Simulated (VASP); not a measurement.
# GdY2O2 (P6/mmm) in VASP: further runs

GdY2O2 is run at these levels: PBE; tasks: single point.

Program: VASP 6.6.1. These are calculated values, not measurements. Logs are shortened: lines on timing, memory, paths and dates and some standing lists are left out, and cuts for length are marked.

**1. The cell of the first run**

Symmetry: P6/mmm, No. 191, hexagonal system. The conventional cell has a = 4.398 Å, b = 4.398 Å, c = 6.168 Å, α = 90.00°, β = 90.00°, γ = 120.00°. Within 3.4 Å of Y (site symmetry -6m2) lie 3 Gd at 2.54 Å and 3 Y at 2.54 Å and 6 O at 3.24 Å. Gd (site symmetry 6/mmm) has 2 O at 2.01 Å and 6 Y at 2.54 Å within 2.7 Å. O (site symmetry 6mm) has 1 Gd at 2.01 Å and 1 O at 2.14 Å within 2.7 Å.

The cell was built from a structure type or drawn by symmetry, and may not be a known phase.

**2. Single point, PBE, collinear spin, ferromagnetic start**

INCAR

```
PREC = Accurate ; ENCUT = 520
EDIFF = 1E-6 ; ISMEAR = 0
SIGMA = 0.1 ; LREAL = F
LASPH = T ; NELM = 150
ALGO = Normal ; ISIF = 2
LWAVE = F ; LCHARG = F
ISPIN = 2 ; MAGMOM = 0 0 7 0 0
LORBIT = 11 ; LMAXMIX = 6
GGA = PE ; NBANDS = 38
```

KPOINTS

```
regular mesh
0
Gamma
  6 6 4
```

POSCAR

```
GdY2O2
1.0
    4.3977805300      0.0000000000      0.0000000000
   -2.1988902600      3.8085896600      0.0000000000
    0.0000000000      0.0000000000      6.1680427200
Y Gd O
2 1 2
Direct
    0.3333333300      0.6666666700      0.5000000000
    0.6666666700      0.3333333300      0.5000000000
    0.0000000000      0.0000000000      0.5000000000
    0.0000000000      0.0000000000      0.8263017100
    0.0000000000      0.0000000000      0.1736982900
```

Potentials or basis: VASP PAW PBE potentials, release 64 (Y_sv, Gd, O).

Launch:

```bash
cat potpaw_PBE.64/Y_sv/POTCAR potpaw_PBE.64/Gd/POTCAR potpaw_PBE.64/O/POTCAR > POTCAR
mpirun -np 1 vasp_std > vasp.out
```

OUTCAR:

```text
PREC = Accurate
   ENCUT = 520
   EDIFF = 1E-6
   ISMEAR = 0
   LREAL = F
   LASPH = T
   NELM = 150
   ISIF = 2
   ISPIN = 2
   LORBIT = 11
   GGA = PE

 ion  position               nearest neighbor table
   1  0.333  0.667  0.500-   3 2.54   2 2.54   2 2.54   3 2.54   3 2.54   2 2.54
   2  0.667  0.333  0.500-   3 2.54   1 2.54   1 2.54   3 2.54   3 2.54   1 2.54
   3  0.000  0.000  0.500-   4 2.01   5 2.01   1 2.54   2 2.54   1 2.54   2 2.54   2 2.54   1 2.54

   4  0.000  0.000  0.826-   3 2.01
   5  0.000  0.000  0.174-   3 2.01

  LATTYP: Found a hexagonal cell.
 ALAT       =     4.3977805300
 C/A-ratio  =     1.4025353648

  Lattice vectors:

 A1 = (   4.3977805300,   0.0000000000,   0.0000000000)
 A2 = (  -2.1988902600,   3.8085896600,   0.0000000000)
 A3 = (   0.0000000000,   0.0000000000,   6.1680427200)

Analysis of symmetry for initial positions (statically):
=====================================================================
 Subroutine PRICEL returns:
 Original cell was already a primitive cell.

 Routine SETGRP: Setting up the symmetry group for a
 hexagonal supercell.

 Subroutine GETGRP returns: Found 24 space group operations
 (whereof 24 operations were pure point group operations)
 out of a pool of 24 trial point group operations.

The static configuration has the point symmetry D_6h.

Analysis of symmetry for dynamics (positions and initial velocities):
=====================================================================
 Subroutine PRICEL returns:
 Original cell was already a primitive cell.

 Routine SETGRP: Setting up the symmetry group for a
 hexagonal supercell.

 Subroutine GETGRP returns: Found 24 space group operations
 (whereof 24 operations were pure point group operations)
 out of a pool of 24 trial point group operations.

The dynamic configuration has the point symmetry D_6h.

Analysis of structural, dynamic, and magnetic symmetry:
=====================================================================
 Subroutine PRICEL returns:
 Original cell was already a primitive cell.

 Routine SETGRP: Setting up the symmetry group for a
 hexagonal supercell.

 Subroutine GETGRP returns: Found 24 space group operations
 (whereof 24 operations were pure point group operations)
 out of a pool of 24 trial point group operations.

The overall configuration has the point symmetry D_6h.

 Subroutine INISYM returns: Found 24 space group operations
 (whereof 24 operations are pure point group operations),
 and found     1 'primitive' translations

----------------------------------------------------------------------------------------

                                     Primitive cell

  volume of cell :     103.3107

  direct lattice vectors                    reciprocal lattice vectors
     4.397780530  0.000000000  0.000000000     0.227387427  0.131282192  0.000000000
    -2.198890260  3.808589660  0.000000000     0.000000000  0.262564385  0.000000000
     0.000000000  0.000000000  6.168042720     0.000000000  0.000000000  0.162125985

  length of vectors
     4.397780530  4.397780528  6.168042720     0.262564384  0.262564385  0.162125985

  position of ions in fractional coordinates (direct lattice)
     0.333333330  0.666666670  0.500000000
     0.666666670  0.333333330  0.500000000
     0.000000000  0.000000000  0.500000000
     0.000000000  0.000000000  0.826301710
     0.000000000  0.000000000  0.173698290

  ion indices of the primitive-cell ions
   primitive index   ion index
                 1           1
                 2           2
                 3           3
                 4           4
[... 21 lines left out ...]
     0.000000000  0.000000000  0.000000000

 Subroutine IBZKPT returns following result:
 ===========================================

 Found     21 irreducible k-points:

 Following reciprocal coordinates:
            Coordinates               Weight
  0.000000  0.000000  0.000000      1.000000
  0.166667 -0.000000  0.000000      6.000000
  0.333333  0.000000  0.000000      6.000000
  0.500000  0.000000  0.000000      3.000000
  0.166667  0.166667  0.000000      6.000000
  0.333333  0.166667  0.000000     12.000000
[... 13 lines left out ...]
  0.333333  0.166667  0.500000     12.000000
  0.333333  0.333333  0.500000      2.000000
   k-points           NKPTS =     21   k-points in BZ     NKDIM =     21   number of bands    NBANDS=     38
   number of dos      NEDOS =    301   number of ions     NIONS =      5
   total plane-waves  NPLWV =  62208
   dimension x,y,z NGX =    36 NGY =   36 NGZ =   48
   dimension x,y,z NGXF=    72 NGYF=   72 NGZF=   96
   ions per type =               2   1   2
   NGX,Y,Z   is equivalent  to a cutoff of  13.61, 13.61, 12.94 a.u.
   NGXF,Y,Z  is equivalent  to a cutoff of  27.22, 27.22, 25.87 a.u.
 SYSTEM =  unknown system
   PREC   = accura    normal or accurate (medium, high low for compatibility)
   ISTART =      0    job   : 0-new  1-cont  2-samecut
   ICHARG =      2    charge: 1-file 2-atom 10-const
   ISPIN  =      2    spin polarized calculation?
   LNONCOLLINEAR =      F non collinear calculations
   LSORBIT =      F    spin-orbit coupling
   LASPH  =      T    aspherical Exc in radial PAW
   ENCUT  =  520.0 eV  38.22 Ry    6.18 a.u.   8.18  8.18 11.47*2*pi/ulx,y,z
   NELM   =    150;   NELMIN=  2; NELMDL= -5     # of ELM steps
   EDIFF  = 0.1E-05   stopping-criterion for ELM
   LREAL  =      F    real-space projection
   EDIFFG = 0.1E-04   stopping-criterion for IOM
   NSW    =      0    number of steps for IOM
   IBRION =     -1    ionic relax: 0-MD 1-quasi-New 2-CG
   NFREE  =      0    steps in history (QN), initial steepest desc. (CG)
   ISIF   =      2    stress and relaxation
   ISYM   =      2    0-nonsym 1-usesym 2-fastsym
   POTIM  = 0.5000    time-step for ionic-motion
   TEBEG  =    0.0;   TEEND  =   0.0 temperature during run
   PSTRESS=    0.0 pullay stress
   NELECT =      52.0000    total number of electrons
   NUPDOWN=      -1.0000    fix difference up-down
   EMIN   =  10.00;   EMAX   =-10.00  energy-range for DOS
   EFERMI =   0.00;   METHOD = LEGACY
   ISMEAR =     0;   SIGMA  =   0.10  broadening in eV -4-tet -1-fermi 0-gaus
   EFERMI_NEDOS =   21; number of points for ismear=-14 and -15
   IALGO  =     38    algorithm
   IMIX   =      4    mixing-type and parameters
     AMIX     =   0.40;   BMIX     =  1.00
     AMIX_MAG =   1.60;   BMIX_MAG =  1.00
  volume/ion in A,a.u.               =      20.66       139.43
  Fermi-wavevector in a.u.,A,eV,Ry     =   1.302250  2.460895 23.073496  1.695854
  Thomas-Fermi vector in A             =   2.433330
   LORBIT       =     11    0 simple, 1 ext, 2 COOP (PROOUT), +10 PAW based schemes
   GGA     = PE    functional components
   LHFCALC =     F    Hartree Fock is set to
   AEXX    =    0.0000 exact exchange contribution
   IVDW    =     0    specifies the selected vdW correction
   LEPSILON=     F    determine dielectric tensor
   LRPA    =     F    only Hartree local field effects (RPA)
 spin polarized calculation
 Gauss-broadening in eV      SIGMA  =   0.10
  energy-cutoff  :      520.00
  volume of cell :      103.31
 maximum number of plane-waves:      2801
 NGX is ok and might be reduce to    36
   NGX = 17   NGY = 17   NGZ = 23

 number of electron      51.9999999 magnetization      -0.0936582

 number of electron      51.9999998 magnetization       0.4460970

 Free energy of the ion-electron system (eV)
  ---------------------------------------------------
  ext. energy  EPLUGINS =         0.00000000
  ---------------------------------------------------
  free energy    TOTEN  =       -21.88649333 eV

  energy without entropy =      -21.84482459  energy(sigma->0) =      -21.86565896

 E-fermi :   2.1910     XC(G=0):  -9.1830

 val. band max:        2.1787972239   @ k =   0.3333   0.1667   0.2500
 cond. band min:       2.1928585818   @ k =   0.5000   0.0000   0.2500
 fundamental gap:      0.0140613579
 Fermi energy:         2.1910019257

 spin component 1

 k-point     1 :       0.0000    0.0000    0.0000
  band No.  band energies     occupation
      1     -41.3123      1.00000
      2     -39.4867      1.00000
      3     -39.1238      1.00000
      4     -22.1690      1.00000
      5     -22.1690      1.00000
      6     -21.1163      1.00000
[... 850 lines left out ...]
     37       8.5420      0.00000
     38       9.1301      0.00000
 Fermi energy:         2.1910019257

 spin component 2

 k-point     1 :       0.0000    0.0000    0.0000
  band No.  band energies     occupation
      1     -41.3225      1.00000
      2     -39.5367      1.00000
      3     -38.9622      1.00000
      4     -22.2686      1.00000
      5     -22.2686      1.00000
      6     -21.2384      1.00000
[... 850 lines left out ...]
     37       8.5591      0.00000
     38       9.0939      0.00000

------------------------ aborting loop because EDIFF is reached ----------------------------------------

  FORCE on cell =-STRESS in cart. coord.  units (eV):
  Direction    XX          YY          ZZ          XY          YZ          ZX
  --------------------------------------------------------------------------------------
  -------------------------------------------------------------------------------------
  Total       27.3301168     27.3301169     -4.2070726      0.0000000     -0.0000000      0.0000000
  in kB      423.8448998    423.8449000    -65.2447362      0.0000006     -0.0000000      0.0000000
  external PRESSURE =     260.8150212 kB  Pullay stress =       0.0000000 kB

 VOLUME and BASIS-vectors are now :
 -----------------------------------------------------------------------------
  energy-cutoff  :      520.00
  volume of cell :      103.31
      direct lattice vectors                 reciprocal lattice vectors
     4.397780530  0.000000000  0.000000000     0.227387427  0.131282192  0.000000000
    -2.198890260  3.808589660  0.000000000     0.000000000  0.262564385  0.000000000
     0.000000000  0.000000000  6.168042720     0.000000000  0.000000000  0.162125985

 POSITION                                       TOTAL-FORCE (eV/Angst)
 -----------------------------------------------------------------------------------
     -0.00000      2.53906      3.08402        -0.000000      0.000000     -0.000000
      2.19889      1.26953      3.08402         0.000000     -0.000000     -0.000000
      0.00000      0.00000      3.08402        -0.000000      0.000000     -0.000000
      0.00000      0.00000      5.09666        -0.000000      0.000000     -2.369619
      0.00000      0.00000      1.07138        -0.000000     -0.000000      2.369619
 -----------------------------------------------------------------------------------
    total drift:                               -0.000000      0.000000      0.000000

  FREE ENERGIE OF THE ION-ELECTRON SYSTEM (eV)
  ---------------------------------------------------
  free  energy   TOTEN  =       -21.8864933257 eV

  energy  without entropy=      -21.8448245889  energy(sigma->0) =      -21.86565896

 total charge

# of ion       s       p       d       f       tot
--------------------------------------------------
    1        2.288   6.280   2.251   0.148  10.967
    2        2.288   6.280   2.251   0.148  10.967
    3        2.056   5.520   1.184   7.489  16.249
    4        1.608   3.210   0.000   0.000   4.817
    5        1.608   3.210   0.000   0.000   4.817
--------------------------------------------------
tot          9.848  24.499   5.685   7.784  47.817

 magnetization (x)

# of ion       s       p       d       f       tot
--------------------------------------------------
    1       -0.016  -0.024  -0.106  -0.011  -0.158
    2       -0.016  -0.024  -0.106  -0.011  -0.158
    3       -0.005  -0.001  -0.049   0.552   0.498
    4        0.001   0.089   0.000   0.000   0.091
    5        0.001   0.089   0.000   0.000   0.091
--------------------------------------------------
tot         -0.034   0.130  -0.261   0.530   0.364
```

It took 5.2 min on 1 thread of Intel Xeon 6975P-C (Granite Rapids), shared host; peak memory 0.39 GiB.

What came out:

```
Free energy                                           : -21.8865 eV
Pressure                                              : 26.1 GPa
Largest force                                         : 2.370 eV/Å
Net moment                                            : 0.45 μB per cell
Site moments                                          : Y -0.16; Gd +0.50; O +0.09 μB
Valence electrons inside the program's atomic spheres : Y 10.97; Gd 16.25; O 4.82
```

Forces in eV/Å, atoms in the order of the input:
```
Y    0.000  0.000  0.000
Y    0.000  0.000  0.000
Gd   0.000  0.000  0.000
O    0.000  0.000 -2.370
O    0.000  0.000  2.370
```

Stress tensor (GPa, compression positive):
```
42.38  0.00  0.00
 0.00 42.38  0.00
 0.00  0.00 -6.52
```

Levels at points of the mesh, in eV from the Fermi level:
Spin up:
```tsv
k point	band 23	band 24	band 25	band 26	band 27	band 28	band 29	band 30
(0.00, 0.00, 0.00)	-0.87	-0.73	-0.72	-0.72	0.28	0.39	1.30	1.30
(0.50, 0.00, 0.00)	-0.80	-0.64	-0.03	0.04	0.16	0.20	0.54	0.88
(0.00, 0.00, 0.50)	-0.96	-0.73	-0.56	-0.56	0.39	0.46	0.94	1.28
(0.50, 0.00, 0.50)	-0.65	-0.49	-0.36	-0.19	-0.03	0.08	0.21	0.88
```
Spin down:
| k point | band 22 | band 23 | band 24 | band 25 | band 26 | band 27 | band 28 | band 29 |
| --- | --- | --- | --- | --- | --- | --- | --- | --- |
| (0.00, 0.00, 0.00) | -1.10 | -0.96 | -0.89 | 0.14 | 0.25 | 1.09 | 1.09 | 1.19 |
| (0.50, 0.00, 0.00) | -1.00 | -0.97 | -0.20 | -0.12 | 0.22 | 0.63 | 0.69 | 1.05 |
| (0.00, 0.00, 0.50) | -1.11 | -1.03 | -0.89 | 0.14 | 0.47 | 0.92 | 1.16 | 1.16 |
| (0.50, 0.00, 0.50) | -1.00 | -0.96 | -0.31 | -0.20 | -0.15 | -0.07 | 0.69 | 1.13 |

Caveat: the cell stands under pressure; spin-orbit coupling is left out, which moves the levels of the heavy elements; a cell with one magnetic atom can't hold antiferromagnetic order, which such compounds often take; semilocal functionals describe open f shells poorly, which spoils levels, moments and volumes; forces of over 1 eV/Å act on the atoms, so gaps and moduli don't describe the material at rest.

[end of part 1 of 2]
